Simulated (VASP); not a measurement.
# Si33C31 (a cell with a defect) in VASP: a series of runs

Runs on Si33C31 (a cell with a defect). Level: PBEsol. Tasks: single point.

Everything below comes from runs of VASP 6.6.1. Logs are shortened: lines on timing, memory, paths and dates and some standing lists are left out, and cuts for length are marked.

### Step 1. The cell of the first run

The cell holds a defect, 64 atoms: a = 8.714 Å, b = 8.714 Å, c = 8.714 Å, α = 90.00°, β = 90.00°, γ = 90.00°.

### Step 2. Single point, PBEsol

Contents of INCAR:

```
ALGO = Normal ; EDIFF = 1E-6
ENCUT = 520 ; GGA = PS
GGA_COMPAT = F ; ISIF = 2
ISMEAR = -1 ; ISYM = -1
LASPH = T ; LCHARG = F
LREAL = Auto ; LWAVE = F
NBANDS = 166 ; NELM = 120
PREC = Accurate ; SIGMA = 0.05
```

Contents of KPOINTS:

```
explicit points
1
Reciprocal
  0.25000000   0.25000000   0.25000000 1
```

Contents of POSCAR:

```
Si33C31
1.0
    8.7137060000      0.0000000000      0.0000000000
    0.0000000000      8.7137060000      0.0000000000
    0.0000000000      0.0000000000      8.7137060000
Si C
33 31
Direct
    0.0002610000      0.0002630000      0.0000160000
    0.0028240000      0.0028620000      0.4997390000
    0.0028530000      0.4999400000      0.0026500000
    0.0009000000      0.4998790000      0.4996950000
    0.4999550000      0.0028600000      0.0026640000
    0.4999290000      0.0009400000      0.4996870000
    0.4999340000      0.4998680000      0.0006830000
    0.4826980000      0.4826780000      0.4824470000
    0.6250140000      0.6250920000      0.6249280000
    0.2500140000      0.2499910000      0.0000910000
    0.2474140000      0.2474010000      0.4995840000
    0.2473310000      0.7502470000      0.0027800000
    0.2495740000      0.7504910000      0.4996680000
    0.7502160000      0.2473030000      0.0027560000
    0.7505040000      0.2495510000      0.4996910000
    0.7505010000      0.7504650000      0.0006870000
    0.7672540000      0.7672360000      0.4826500000
    0.2500130000      0.0002920000      0.2497510000
    0.2473020000      0.0030480000      0.7500470000
    0.2474670000      0.4998420000      0.2472250000
    0.2495570000      0.4999000000      0.7502970000
    0.7502650000      0.0030390000      0.2470790000
    0.7504900000      0.0009370000      0.7502510000
    0.7504970000      0.4998610000      0.2493060000
    0.7672910000      0.4828910000      0.7670810000
    0.0003100000      0.2499930000      0.2497510000
    0.0029470000      0.2473410000      0.7500430000
    0.0030290000      0.7502910000      0.2470920000
    0.0009340000      0.7504630000      0.7502580000
    0.4998630000      0.2474860000      0.2472240000
    0.4999510000      0.2495190000      0.7502960000
    0.4999070000      0.7504770000      0.2493050000
    0.4828710000      0.7673970000      0.7670920000
    0.1253660000      0.1253480000      0.1251260000
    0.1253440000      0.1254200000      0.6250910000
    0.1253700000      0.6252950000      0.1251580000
    0.1254420000      0.6254060000      0.6251840000
    0.6252730000      0.1254130000      0.1251730000
    0.6254210000      0.1254110000      0.6251880000
    0.6254420000      0.6254210000      0.1251900000
    0.3748570000      0.3749000000      0.1251290000
    0.3695640000      0.3695790000      0.6253990000
    0.3748460000      0.8758530000      0.1252150000
    0.3694330000      0.8814570000      0.6247680000
    0.8758820000      0.3748420000      0.1252050000
    0.8813810000      0.3695250000      0.6247740000
    0.8758790000      0.8758800000      0.1250740000
    0.8810900000      0.8810460000      0.6257560000
    0.3748600000      0.1253610000      0.3746430000
    0.3748660000      0.1254570000      0.8756480000
    0.3696090000      0.6256570000      0.3693780000
    0.3695000000      0.6249820000      0.8811520000
    0.8759010000      0.1254570000      0.3746300000
    0.8759000000      0.1252910000      0.8756590000
    0.8814410000      0.6250180000      0.3692480000
    0.8811490000      0.6259810000      0.8808850000
    0.1253590000      0.3748800000      0.3746290000
    0.1254640000      0.3748680000      0.8756940000
    0.1254530000      0.8759270000      0.3746440000
    0.1253300000      0.8758760000      0.8756460000
    0.6256600000      0.3696280000      0.3693700000
    0.6249830000      0.3695160000      0.8811440000
    0.6250070000      0.8814140000      0.3692380000
    0.6260190000      0.8811300000      0.8809450000
```

Potentials or basis: VASP PAW PBE potentials, release 64 (Si, C).

On the command line:

```sh
$ cat potpaw_PBE.64/Si/POTCAR potpaw_PBE.64/C/POTCAR > POTCAR
$ mpirun -np 1 vasp_std > vasp.out
```

OUTCAR:

```text
EDIFF = 1E-6
   ENCUT = 520
   GGA = PS
   ISIF = 2
   ISMEAR = -1
   ISYM = -1
   LASPH = T
   LREAL = Auto
   NELM = 120
   PREC = Accurate

 ion  position               nearest neighbor table
   1  0.000  0.000  0.000-  54 1.88  47 1.88  60 1.88  34 1.89  19 3.06  28 3.06  27 3.06  22 3.06
                            14 3.06  12 3.06  26 3.08  10 3.08  18 3.08  23 3.08  16 3.08  29 3.08
   2  0.003  0.003  0.500-  48 1.86  35 1.86  53 1.88  59 1.89  17 2.91  11 3.01  27 3.05  19 3.05
                            26 3.06  18 3.06  15 3.07  13 3.08  23 3.10  29 3.10  28 3.11  22 3.11
   3  0.003  0.500  0.003-  56 1.86  36 1.86  45 1.88  58 1.88  25 2.91  20 3.01  12 3.05  28 3.05
                            26 3.06  10 3.06  24 3.07  21 3.08  16 3.10  29 3.10  27 3.11  14 3.11
   4  0.001  0.500  0.500-  57 1.88  46 1.89  55 1.89  37 1.89  11 3.07  20 3.08  21 3.08  13 3.08
                            26 3.08  15 3.09  24 3.09  29 3.09  25 3.10  17 3.10  27 3.10  28 3.10
   5  0.500  0.003  0.003-  64 1.86  38 1.86  43 1.89  50 1.89  33 2.91  30 3.01  14 3.05  22 3.05
                            18 3.06  10 3.06  32 3.07  31 3.07  16 3.10  23 3.10  12 3.11  19 3.11
   6  0.500  0.001  0.500-  49 1.88  63 1.89  44 1.89  39 1.89  11 3.07  30 3.07  15 3.08  31 3.08
                            18 3.08  13 3.09  32 3.09  23 3.09  33 3.10  17 3.10  22 3.10  19 3.10
   7  0.500  0.500  0.001-  41 1.88  62 1.89  52 1.89  40 1.89  30 3.07  20 3.07  24 3.08  32 3.08
                            10 3.08  31 3.09  21 3.09  16 3.09  25 3.10  33 3.10  14 3.10  12 3.10
   8  0.483  0.483  0.482-  61 1.87  51 1.87  42 1.87   9 2.15  30 2.90  20 2.90  11 2.90  15 3.10
                            24 3.10  13 3.10  32 3.10  21 3.10  31 3.10
   9  0.625  0.625  0.625-  33 2.15  25 2.15  17 2.15   8 2.15
  10  0.250  0.250  0.000-  58 1.88  50 1.88  34 1.88  41 1.89  30 3.06  20 3.06  19 3.06   5 3.06
                             3 3.06  27 3.06  18 3.08  26 3.08   1 3.08  21 3.08  31 3.08   7 3.08
  11  0.247  0.247  0.500-  35 1.86  42 1.86  49 1.88  57 1.88   8 2.90   2 3.01  19 3.05  27 3.05
                            26 3.06  18 3.06   6 3.07   4 3.07  21 3.10  31 3.10  20 3.11  30 3.11
  12  0.247  0.750  0.003-  52 1.86  36 1.86  60 1.89  43 1.89  33 2.91  28 3.01   3 3.05  20 3.05
                            18 3.06   1 3.06  29 3.07  32 3.08  21 3.10   7 3.10   5 3.11  19 3.11
  13  0.250  0.750  0.500-  59 1.88  37 1.89  51 1.89  44 1.89   2 3.08  28 3.08  29 3.08   4 3.08
                            18 3.08  32 3.09   6 3.09  21 3.09  33 3.10   8 3.10  19 3.10  20 3.10
  14  0.750  0.247  0.003-  62 1.86  38 1.86  54 1.89  45 1.89  25 2.91  22 3.01   5 3.05  30 3.05
                             1 3.06  26 3.06  23 3.07  24 3.08  31 3.10   7 3.10   3 3.11  27 3.11
  15  0.751  0.250  0.500-  53 1.88  39 1.89  61 1.89  46 1.89   2 3.07  22 3.08  23 3.08   6 3.08
                            26 3.08  24 3.09   4 3.09  31 3.09  25 3.10   8 3.10  27 3.10  30 3.10
  16  0.751  0.750  0.001-  40 1.88  64 1.89  56 1.89  47 1.89  28 3.07  22 3.07  32 3.08  24 3.08
[... 64 lines left out ...]
  63  0.625  0.881  0.369-  22 1.86  17 1.87   6 1.89  32 1.89
  64  0.626  0.881  0.881-   5 1.86  33 1.88  16 1.89  23 1.89

IMPORTANT INFORMATION: All symmetrisations will be switched off!
NOSYMM: (Re-)initialisation of all symmetry stuff for point group C_1.

----------------------------------------------------------------------------------------

                                     Primitive cell

  volume of cell :     661.6201

  direct lattice vectors                    reciprocal lattice vectors
     8.713706000  0.000000000  0.000000000     0.114761733  0.000000000  0.000000000
     0.000000000  8.713706000  0.000000000     0.000000000  0.114761733  0.000000000
     0.000000000  0.000000000  8.713706000     0.000000000  0.000000000  0.114761733

  length of vectors
     8.713706000  8.713706000  8.713706000     0.114761733  0.114761733  0.114761733

  position of ions in fractional coordinates (direct lattice)
     0.000261000  0.000263000  0.000016000
     0.002824000  0.002862000  0.499739000
     0.002853000  0.499940000  0.002650000
     0.000900000  0.499879000  0.499695000
     0.499955000  0.002860000  0.002664000
     0.499929000  0.000940000  0.499687000
[... 56 lines left out ...]
     0.625007000  0.881414000  0.369238000
     0.626019000  0.881130000  0.880945000

  ion indices of the primitive-cell ions
   primitive index   ion index
                 1           1
                 2           2
                 3           3
                 4           4
                 5           5
                 6           6
[... 56 lines left out ...]
                63          63
                64          64

----------------------------------------------------------------------------------------

 KPOINTS: explicit points

Read explicit list of k-points.

 Found      1 k-points:

 Following reciprocal coordinates:
            Coordinates               Weight
  0.250000  0.250000  0.250000      1.000000
   k-points           NKPTS =      1   k-points in BZ     NKDIM =      1   number of bands    NBANDS=    166
   number of dos      NEDOS =    301   number of ions     NIONS =     64
   total plane-waves  NPLWV = 343000
   dimension x,y,z NGX =    70 NGY =   70 NGZ =   70
   dimension x,y,z NGXF=   140 NGYF=  140 NGZF=  140
   ions per type =              33  31
   NGX,Y,Z   is equivalent  to a cutoff of  13.36, 13.36, 13.36 a.u.
   NGXF,Y,Z  is equivalent  to a cutoff of  26.71, 26.71, 26.71 a.u.
 SYSTEM =  unknown system
   PREC   = accura    normal or accurate (medium, high low for compatibility)
   ISTART =      0    job   : 0-new  1-cont  2-samecut
   ICHARG =      2    charge: 1-file 2-atom 10-const
   ISPIN  =      1    spin polarized calculation?
   LNONCOLLINEAR =      F non collinear calculations
   LSORBIT =      F    spin-orbit coupling
   LASPH  =      T    aspherical Exc in radial PAW
   ENCUT  =  520.0 eV  38.22 Ry    6.18 a.u.  16.20 16.20 16.20*2*pi/ulx,y,z
   NELM   =    120;   NELMIN=  2; NELMDL= -5     # of ELM steps
   EDIFF  = 0.1E-05   stopping-criterion for ELM
   LREAL  =      T    real-space projection
   EDIFFG = 0.1E-04   stopping-criterion for IOM
   NSW    =      0    number of steps for IOM
   IBRION =     -1    ionic relax: 0-MD 1-quasi-New 2-CG
   NFREE  =      0    steps in history (QN), initial steepest desc. (CG)
   ISIF   =      2    stress and relaxation
   ISYM   =     -1    0-nonsym 1-usesym 2-fastsym
   POTIM  = 0.5000    time-step for ionic-motion
   TEBEG  =    0.0;   TEEND  =   0.0 temperature during run
   PSTRESS=    0.0 pullay stress
   NELECT =     256.0000    total number of electrons
   NUPDOWN=      -1.0000    fix difference up-down
   EMIN   =  10.00;   EMAX   =-10.00  energy-range for DOS
   EFERMI =   0.00;   METHOD = LEGACY
   ISMEAR =    -1;   SIGMA  =   0.05  broadening in eV -4-tet -1-fermi 0-gaus
   EFERMI_NEDOS =   21; number of points for ismear=-14 and -15
   IALGO  =     38    algorithm
   IMIX   =      4    mixing-type and parameters
     AMIX     =   0.40;   BMIX     =  1.00
     AMIX_MAG =   1.60;   BMIX_MAG =  1.00
  volume/ion in A,a.u.               =      10.34        69.76
  Fermi-wavevector in a.u.,A,eV,Ry     =   1.192940  2.254330 19.362529  1.423106
  Thomas-Fermi vector in A             =   2.328966
   LORBIT       =      0    0 simple, 1 ext, 2 COOP (PROOUT), +10 PAW based schemes
   GGA     = PS    functional components
   LHFCALC =     F    Hartree Fock is set to
   AEXX    =    0.0000 exact exchange contribution
   IVDW    =     0    specifies the selected vdW correction
   LEPSILON=     F    determine dielectric tensor
   LRPA    =     F    only Hartree local field effects (RPA)
 non-spin polarized calculation
  energy-cutoff  :      520.00
  volume of cell :      661.62
 maximum number of plane-waves:     17779
 NGX is ok and might be reduce to    64
   NGX = 33   NGY = 33   NGZ = 33

 number of electron     255.9999966 magnetization

 Free energy of the ion-electron system (eV)
  ---------------------------------------------------
  ext. energy  EPLUGINS =         0.00000000
  ---------------------------------------------------
  free energy    TOTEN  =      -501.30613170 eV

  energy without entropy =     -501.30613150  energy(sigma->0) =     -501.30613160

 E-fermi :   9.3785     XC(G=0): -11.5377

 val. band max:        8.5077986648   @ k =   0.2500   0.2500   0.2500
 cond. band min:      10.2202038265   @ k =   0.2500   0.2500   0.2500
 fundamental gap:      1.7124051617
 Fermi energy:         9.3785434375

 k-point     1 :       0.2500    0.2500    0.2500
  band No.  band energies     occupation
      1      -6.9817      2.00000
      2      -6.2212      2.00000
      3      -6.2205      2.00000
      4      -6.0793      2.00000
      5      -5.4500      2.00000
      6      -5.4493      2.00000
[... 132 lines left out ...]
    139      12.3809      0.00000
    140      12.4394      0.00000
 [bands above 140 left out]

------------------------ aborting loop because EDIFF is reached ----------------------------------------

  FORCE on cell =-STRESS in cart. coord.  units (eV):
  Direction    XX          YY          ZZ          XY          YZ          ZX
  --------------------------------------------------------------------------------------
  -------------------------------------------------------------------------------------
  Total       22.9148128     22.9157110     22.9171039     -4.9076555     -4.9062884     -4.9360514
  in kB       55.4904426     55.4926176     55.4959906    -11.8843640    -11.8810534    -11.9531274
  external PRESSURE =      55.4930169 kB  Pullay stress =       0.0000000 kB

 VOLUME and BASIS-vectors are now :
 -----------------------------------------------------------------------------
  energy-cutoff  :      520.00
  volume of cell :      661.62
      direct lattice vectors                 reciprocal lattice vectors
     8.713706000  0.000000000  0.000000000     0.114761733  0.000000000  0.000000000
     0.000000000  8.713706000  0.000000000     0.000000000  0.114761733  0.000000000
     0.000000000  0.000000000  8.713706000     0.000000000  0.000000000  0.114761733

 POSITION                                       TOTAL-FORCE (eV/Angst)
 -----------------------------------------------------------------------------------
      0.00227      0.00229      0.00014        -0.001449     -0.009871     -0.000190
      0.02461      0.02494      4.35458         0.001641     -0.006261     -0.010679
      0.02486      4.35633      0.02309         0.000111     -0.010715     -0.002875
      0.00784      4.35580      4.35420         0.018398      0.009479     -0.004408
      4.35646      0.02492      0.02321        -0.015594     -0.004226     -0.004235
      4.35623      0.00819      4.35413        -0.007267      0.007048     -0.003571
[... 56 lines left out ...]
      5.44613      7.68038      3.21743         0.020494     -0.013036      0.018323
      5.45495      7.67791      7.67630        -0.011705     -0.005742     -0.016554
 -----------------------------------------------------------------------------------
    total drift:                                0.045285      0.048042      0.021898

  FREE ENERGIE OF THE ION-ELECTRON SYSTEM (eV)
  ---------------------------------------------------
  free  energy   TOTEN  =      -501.3061316964 eV

  energy  without entropy=     -501.3061314987  energy(sigma->0) =     -501.30613160
```

Wall time 2.4 min (1 thread of AMD EPYC 9R45 (Zen 5), shared host); peak memory 0.65 GiB.

Results:

```yaml
Free_energy: -501.3061 eV
Pressure: 5.5 GPa
Largest_force: 0.037 eV/Å
Band_gap_on_the_k_mesh: 1.71 eV
```

Forces in eV/Å, atoms in the order of the input:
```
Si  -0.001 -0.010  0.000
Si   0.002 -0.006 -0.011
Si   0.000 -0.011 -0.003
Si   0.018  0.009 -0.004
Si  -0.016 -0.004 -0.004
Si  -0.007  0.007 -0.004
Si  -0.007  0.013  0.014
Si  -0.022 -0.015 -0.009
Si   0.012  0.010  0.002
Si   0.001  0.006 -0.006
Si  -0.004  0.004 -0.008
Si  -0.007  0.006 -0.001
Si  -0.023  0.000  0.004
Si   0.017 -0.001  0.004
Si  -0.003 -0.015 -0.003
Si  -0.002 -0.003  0.013
Si   0.022  0.022 -0.021
Si   0.002 -0.003  0.008
Si  -0.007  0.000  0.007
Si  -0.014 -0.009 -0.005
Si  -0.015 -0.001 -0.011
Si   0.011 -0.004 -0.002
Si  -0.002  0.001 -0.004
Si   0.004  0.013 -0.014
Si   0.021 -0.014  0.019
Si  -0.002  0.006  0.006
Si   0.014 -0.001  0.012
Si   0.000  0.008 -0.002
Si   0.014 -0.003 -0.008
Si  -0.023 -0.010 -0.002
Si  -0.014 -0.006 -0.015
Si   0.002  0.001 -0.014
Si  -0.025  0.013  0.022
C    0.003  0.003  0.001
C    0.001 -0.001  0.006
C    0.007  0.009  0.004
C    0.004  0.004  0.005
C    0.010  0.002  0.001
C    0.010  0.008  0.006
C    0.003 -0.001  0.002
C   -0.005 -0.017  0.000
C    0.013  0.001 -0.009
C   -0.009  0.010  0.010
C    0.026 -0.015  0.020
C    0.002 -0.016  0.009
C   -0.015  0.011  0.021
C    0.001  0.005 -0.002
C   -0.010 -0.001 -0.011
C   -0.004 -0.002 -0.015
C   -0.009  0.008  0.013
C    0.008 -0.013  0.004
C    0.020  0.026 -0.008
C    0.001  0.012 -0.010
C   -0.007  0.005 -0.001
C   -0.019  0.014  0.017
C   -0.014 -0.011 -0.009
C   -0.004 -0.014 -0.011
C    0.006 -0.017  0.003
C    0.011  0.000 -0.011
C   -0.003  0.003  0.003
C   -0.011 -0.001  0.011
C    0.028  0.007 -0.008
C    0.020 -0.013  0.018
C   -0.012 -0.006 -0.017
```

Levels at points of the mesh, in eV from the valence-band top:
```csv
k point,band 124,band 125,band 126,band 127,band 128,band 129,band 130,band 131,band 132,band 133
"(0.25, 0.25, 0.25)",-0.73,-0.73,-0.55,0.00,0.00,1.71,1.86,1.86,3.08,3.10
```

Caveat: the PAW data sets were made with another functional, which shifts forces and pressure a little.

(Part 1 of 4 ends here.)
